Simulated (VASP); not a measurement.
# Hg (R-3m) in VASP: further runs, part 2 of 2

VASP 6.6.1. The steps go on from the part before.

## 4. Single point, LDA

The input, INCAR:

```
SYSTEM = Hg
  PREC = Accurate
  ENCUT = 520
  EDIFF = 1E-6
  ISMEAR = -1
  SIGMA = 0.1
  LREAL = .FALSE.
  LASPH = .TRUE.
  NELM = 60
  ALGO = Normal
  ISIF = 2
  LWAVE = .FALSE.
  LCHARG = .TRUE.
  GGA = CA
  LELF = .TRUE.
  LVHAR = .TRUE.
  NBANDS = 12
```

The input, KPOINTS:

```
Automatic mesh
0
G
  19 19 19
  0 0 0
```

The input, POSCAR:

```
Hg
1.0
    1.7463233735      1.0082402698      2.1478810803
   -1.7463233735      1.0082402698      2.1478810803
    0.0000000000     -2.0164805396      2.1478810803
Hg
1
Direct
    0.0000000000      1.0000000000      0.0000000000
```

Potentials or basis: VASP PAW LDA potentials, release 64 (Hg).

On the command line:

```
> cat potpaw_LDA.64/Hg/POTCAR > POTCAR
> mpirun -np 1 vasp_std > vasp.out
```

OUTCAR:

```text
SYSTEM = Hg
   PREC = Accurate
   ENCUT = 520
   EDIFF = 1E-6
   ISMEAR = -1
   LREAL = .FALSE.
   LASPH = .TRUE.
   NELM = 60
   ISIF = 2
   GGA = CA

 ion  position               nearest neighbor table
   1  0.000  0.000  0.000-

  LATTYP: Found a trigonal (rhomboedric) cell.
 ALAT       =     2.9461138643
 COS(alpha) =     0.2972833017

  Lattice vectors:

 A1 = (   1.7463233735,   1.0082402698,   2.1478810803)
 A2 = (  -1.7463233735,   1.0082402698,   2.1478810803)
 A3 = (   0.0000000000,  -2.0164805396,   2.1478810803)

Analysis of symmetry for initial positions (statically):
=====================================================================
 Subroutine PRICEL returns:
 Original cell was already a primitive cell.

 Routine SETGRP: Setting up the symmetry group for a
 trigonal (rhombohedral) supercell.

 Subroutine GETGRP returns: Found 12 space group operations
 (whereof 12 operations were pure point group operations)
 out of a pool of 12 trial point group operations.

The static configuration has the point symmetry D_3d.

Analysis of symmetry for dynamics (positions and initial velocities):
=====================================================================
 Subroutine PRICEL returns:
 Original cell was already a primitive cell.

 Routine SETGRP: Setting up the symmetry group for a
 trigonal (rhombohedral) supercell.

 Subroutine GETGRP returns: Found 12 space group operations
 (whereof 12 operations were pure point group operations)
 out of a pool of 12 trial point group operations.

The dynamic configuration has the point symmetry D_3d.

 Subroutine INISYM returns: Found 12 space group operations
 (whereof 12 operations are pure point group operations),
 and found     1 'primitive' translations

----------------------------------------------------------------------------------------

                                     Primitive cell

  volume of cell :      22.6908

[... 111 lines left out ...]
   GGA     = CA    functional components
   LHFCALC =     F    Hartree Fock is set to
   AEXX    =    0.0000 exact exchange contribution
   IVDW    =     0    specifies the selected vdW correction
   LEPSILON=     F    determine dielectric tensor
   LRPA    =     F    only Hartree local field effects (RPA)
 non-spin polarized calculation
  energy-cutoff  :      520.00
  volume of cell :       22.69
 maximum number of plane-waves:       632
 NGX is ok and might be reduce to    24
   NGX = 11   NGY = 11   NGZ = 11

 number of electron      12.0000003 magnetization

 Free energy of the ion-electron system (eV)
  ---------------------------------------------------
  ext. energy  EPLUGINS =         0.00000000
  ---------------------------------------------------
  free energy    TOTEN  =        -0.96848850 eV

  energy without entropy =       -0.95955606  energy(sigma->0) =       -0.96402228

 E-fermi :   2.9166     XC(G=0): -11.3636

 val. band max:        2.9020635410   @ k =  -0.4211   0.4737   0.0526
 cond. band min:       2.9175693539   @ k =   0.4737   0.1053   0.1053
 fundamental gap:      0.0155058129
 Fermi energy:         2.9166384037

 k-point     1 :       0.0000    0.0000    0.0000
  band No.  band energies     occupation
      1      -6.6761      2.00000
      2      -5.1404      2.00000
      3      -5.1404      2.00000
      4      -3.4591      2.00000
      5      -3.3445      2.00000
      6      -3.3445      2.00000
      7      14.9029      0.00000
      8      15.3182      0.00000
      9      15.3182      0.00000
     10      19.9558      0.00000
     11      21.2914      0.00000
     12      21.2914      0.00000
[... 331 lines left out ...]
 k-point    24 :      -0.2632    0.0526    0.0000
  band No.  band energies     occupation
      1      -5.6651      2.00000
      2      -5.0751      2.00000
      3      -3.9925      2.00000
      4      -3.4892      2.00000
      5      -3.4527      2.00000
      6      -3.2539      2.00000
      7       7.3956      0.00000
      8      14.2636      0.00000
      9      16.2824      0.00000
     10      20.4963      0.00000
     11      22.2845      0.00000
     12      22.6595      0.00000

 [... further k-points ...]

------------------------ aborting loop because EDIFF is reached ----------------------------------------

  FORCE on cell =-STRESS in cart. coord.  units (eV):
  Direction    XX          YY          ZZ          XY          YZ          ZX
  --------------------------------------------------------------------------------------
  -------------------------------------------------------------------------------------
  Total        0.0913864      0.0913864      0.1174850      0.0000000     -0.0000000      0.0000000
  in kB        6.4527072      6.4527072      8.2955053      0.0000000     -0.0000000      0.0000000
  external PRESSURE =       7.0669732 kB  Pullay stress =       0.0000000 kB

 VOLUME and BASIS-vectors are now :
 -----------------------------------------------------------------------------
  energy-cutoff  :      520.00
  volume of cell :       22.69
      direct lattice vectors                 reciprocal lattice vectors
     1.746323374  1.008240270  2.147881080     0.286315815  0.165304513  0.155191708
    -1.746323374  1.008240270  2.147881080    -0.286315815  0.165304513  0.155191708
     0.000000000 -2.016480540  2.147881080     0.000000000 -0.330609026  0.155191708

 POSITION                                       TOTAL-FORCE (eV/Angst)
 -----------------------------------------------------------------------------------
      0.00000      0.00000      0.00000         0.000000     -0.000000     -0.000000
 -----------------------------------------------------------------------------------
    total drift:                                0.000000     -0.000000      0.000000

  FREE ENERGIE OF THE ION-ELECTRON SYSTEM (eV)
  ---------------------------------------------------
  free  energy   TOTEN  =        -0.9684885003 eV

  energy  without entropy=       -0.9595560563  energy(sigma->0) =       -0.96402228
```

OSZICAR:

```text
N       E                     dE             d eps       ncg     rms          rms(c)
DAV:   1     0.725167121148E+02    0.72517E+02   -0.66919E+03 17192   0.971E+02
DAV:   2     0.161507297011E+00   -0.72355E+02   -0.67934E+02 17584   0.229E+02
DAV:   3    -0.103729682179E+01   -0.11988E+01   -0.11981E+01 19244   0.328E+01
DAV:   4    -0.103844724298E+01   -0.11504E-02   -0.11504E-02 17796   0.106E+00
DAV:   5    -0.103844886466E+01   -0.16217E-05   -0.16216E-05 19168   0.381E-02    0.478E+00
DAV:   6    -0.976708894775E+00    0.61740E-01   -0.13983E-01 18912   0.425E+00    0.345E+00
DAV:   7    -0.969386110642E+00    0.73228E-02   -0.17393E-02 19188   0.123E+00    0.144E+00
DAV:   8    -0.968483592346E+00    0.90252E-03   -0.15616E-03 17124   0.556E-01    0.603E-02
DAV:   9    -0.968487532625E+00   -0.39403E-05   -0.27843E-06 19280   0.198E-02    0.147E-02
DAV:  10    -0.968488500271E+00   -0.96765E-06   -0.11959E-06 16952   0.133E-02
   1 F= -.96848850E+00 E0= -.96402228E+00  d E =-.893244E-02
```

stdout:

```text
POSCAR found type information on POSCAR Hg
 POSCAR found :  1 types and       1 ions
 scaLAPACK will be used
 LDA part: xc-table for (Slater(with rela. corr.)+CA(PZ))
 , standard interpolation
 POSCAR, INCAR and KPOINTS ok, starting setup
 FFT: planning ... GRIDC
 FFT: planning ... GRID_SOFT
 FFT: planning ... GRID
 WAVECAR not read
 entering main loop
```

Wall time 65 s (1 thread of Intel Xeon Platinum 8259CL at 2.50GHz (Skylake/Cascade Lake), shared host); peak memory 0.28 GiB.

Results:

```yaml
Free_energy: -0.9685 eV
Pressure: 0.7 GPa
Band_gap_on_the_k_mesh: zero (band 6 reaches 4.41 eV, above the bottom of band 7 at 0.94 eV)
```

Caveat: spin-orbit coupling is left out, which moves the levels of the heavy elements.

## 5. Single point, LDA

The input, INCAR:

```
SYSTEM = Hg
PREC     = Accurate       ! precision mode
ENCUT    = 520            ! plane-wave cutoff, eV
EDIFF    = 1E-6           ! SCF threshold, eV
ISMEAR   = -1             ! smearing method
SIGMA    = 0.1            ! smearing width, eV
LREAL    = .False.        ! projectors in reciprocal space
LASPH    = .True.         ! aspherical terms in the spheres
NELM     = 60             ! most SCF steps
ALGO     = Normal         ! electronic algorithm
ISIF     = 2              ! what is computed and relaxed
LWAVE    = .False.        ! write WAVECAR
LCHARG   = .False.        ! write CHGCAR
NBANDS   = 12             ! bands
```

The input, KPOINTS:

```
Automatic mesh
0
Gamma
  2 2 2
  0 0 0
```

POSCAR is that of step 4.

On the command line:

```
> cat potpaw_LDA.64/Hg/POTCAR > POTCAR
> mpirun -np 1 vasp_std > vasp.out
```

It took 2.9 s on 1 thread of Intel Xeon Platinum 8259CL at 2.50GHz (Skylake/Cascade Lake), shared host; peak memory 0.12 GiB.

Results (log left out):

| Property | Result |
| --- | --- |
| Free energy | 0.8925 eV |
| Pressure | 10.4 GPa |
| Band gap on the k mesh | zero (band 6 reaches 2.90 eV, above the bottom of band 7 at 0.68 eV) |

Stress tensor (GPa, compression positive):
```
13.29  0.00  0.00
 0.00 13.29  0.00
 0.00  0.00  4.58
```

Levels at points of the mesh, in eV from the Fermi level:
```
           k point  band 1  band 2  band 3  band 4  band 5  band 6  band 7  band 8  band 9  band 10
(0.00, 0.00, 0.00)   -9.29   -7.70   -7.70   -6.05   -5.83   -5.83   12.24   12.76   12.76    17.39
(0.50, 0.00, 0.00)   -8.22   -7.71   -6.01   -5.98   -5.71   -1.94   -1.86   12.80   13.27    18.18
(0.50, 0.50, 0.00)   -8.09   -7.86   -5.84   -5.74   -5.03    0.07    1.30    4.58   10.27    11.17
(0.50, 0.50, 0.50)   -7.95   -7.12   -7.12   -5.11   -5.11    0.35    2.37    9.18    9.18    11.04
```

Caveat: the k points lie up to 1.15 Å⁻¹ apart; spin-orbit coupling is left out, which moves the levels of the heavy elements.

## 6. Overview

| k mesh | gap on the mesh (eV) | pressure (GPa) |
| --- | --- | --- |
| 12 × 12 × 12 | none | 0.8 |
| 17 × 17 × 17 | none | 0.7 |
| 19 × 19 × 19 | none | 0.7 |
| 2 × 2 × 2 | none | 10.4 |

Alike in all rows: task single point; level LDA; potentials or basis VASP PAW LDA potentials, release 64 (Hg); no spin polarisation; cell as given; cutoff (eV) 520; smearing fermi-dirac 0.1 eV.

Caveats: some runs use coarse meshes; spin-orbit coupling is left out, which moves the levels of the heavy elements.

Total energies depend on the potentials used, so only differences within one code and one set of settings carry meaning.
